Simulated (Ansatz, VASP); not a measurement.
# One calculation of In2GaP3, two programs

```xyz
6
Lattice="3.8340 0.0000 0.0000 -1.9170 3.3204 0.0000 0.0000 0.0000 9.3581" Properties=species:S:1:pos:R:3 pbc="T T T"
In    1.9170    1.1068    7.7329
In    0.0000    2.2136    1.6252
Ga    0.0000    0.0000    4.6790
P     0.0000    2.2136    6.0658
P     1.9170    1.1068    3.2923
P     0.0000    0.0000    0.0000
```

Alike in both runs: functional PBE; k mesh 12 × 12 × 4; occupations gaussian, width 0.1 eV; no spin polarisation.

Ansatz relaxed the structure, and its values are those at the end. VASP's run is a single point on that final structure, the one shown.

|  | VASP | Ansatz |
| --- | --- | --- |
| version | VASP 6.6.1 | Ansatz 0.2.0 |
| potentials or method | VASP PAW PBE potentials, release 64 (In_d, Ga_d, P), cutoff 520 eV | scalar-relativistic, plane waves, PAW |
| valence electrons in the cell | 54 | 54 |

```csv
,VASP,Ansatz,Ansatz less VASP
gap on the k mesh at the Fermi level (eV),none,none,-
pressure (GPa),0.0,0.0,-0.01
```

A gap of «none» marks a metal or a gap that the smearing closes. With one functional, cell and mesh, what is left measures potentials, basis and numerics.
